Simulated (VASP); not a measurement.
The system is BP.

```
P B
1.0
     0.00000    2.31350    2.31350
     2.31350    0.00000    2.31350
     2.31350    2.31350    0.00000
P B
1 1
Direct
  0.75000 0.75000 0.75000
  0.00000 0.00000 0.00000
```

Base run:

* Program: VASP 6.6.1
* Functional: b88 exchange, pbe correlation
* Potentials or basis: VASP PAW PBE potentials, release 64 (P, B)
* Cutoff: 500 eV
* k mesh: 10 × 10 × 10
* Occupations: fermi-dirac, width 0.05 eV
* Spin: no spin polarisation

Its results: band gap on the k mesh 1.32 eV (least direct gap 3.34 eV); pressure -7.4 GPa.

Problem. The run is repeated on the same cell with these changes: functional from b88 exchange, pbe correlation to HF; cutoff from 500 eV to 520 eV; k mesh from 10 × 10 × 10 to 5 × 5 × 5. What comes out?

Solution. Band gap on the k mesh 8.10 eV (least direct gap 10.82 eV); pressure -6.2 GPa.

Several settings changed at once.

Caveats: some runs use coarse meshes; the PAW data sets were made with another functional, which shifts forces and pressure a little; the cell stands under tension (at least some runs); an odd mesh through Γ misses points on the zone boundary, where band edges can lie (at least some runs).
